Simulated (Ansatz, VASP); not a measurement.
BN in VASP and in Ansatz

```
B N
1.0
     0.00000    1.78991    1.78991
     1.78991    0.00000    1.78991
     1.78991    1.78991    0.00000
B N
1 1
Direct
  0.00000 0.00000 0.00000
  0.25000 0.25000 0.25000
```

Alike in both runs: functional LDA; k mesh 12 × 12 × 12; occupations gaussian, width 0.02 eV; no spin polarisation.

Ansatz relaxed the structure, and its values are those at the end. VASP's run is a single point on that final structure, the one shown.

|  | VASP | Ansatz |
| --- | --- | --- |
| version | VASP 6.6.1 | Ansatz 0.2.0 |
| potentials or method | VASP PAW LDA potentials, release 64 (B, N), cutoff 600 eV | scalar-relativistic, plane waves, PAW |
| valence electrons in the cell | 8 | 8 |

Ansatz gave:

* gap on the k mesh at the Fermi level (eV): 4.39
* least direct gap on the mesh (eV): 8.83
* pressure (GPa): 0.0

**Question.** Which values does VASP return?

**Answer.** gap on the k mesh at the Fermi level (eV): 4.38; least direct gap on the mesh (eV): 8.82; pressure (GPa): 1.0.

Ansatz warns that its potentials were made for another functional, while VASP's fit it. LDA's correlation is that of Perdew and Zunger in VASP and of Perdew and Wang (1992) in Ansatz.
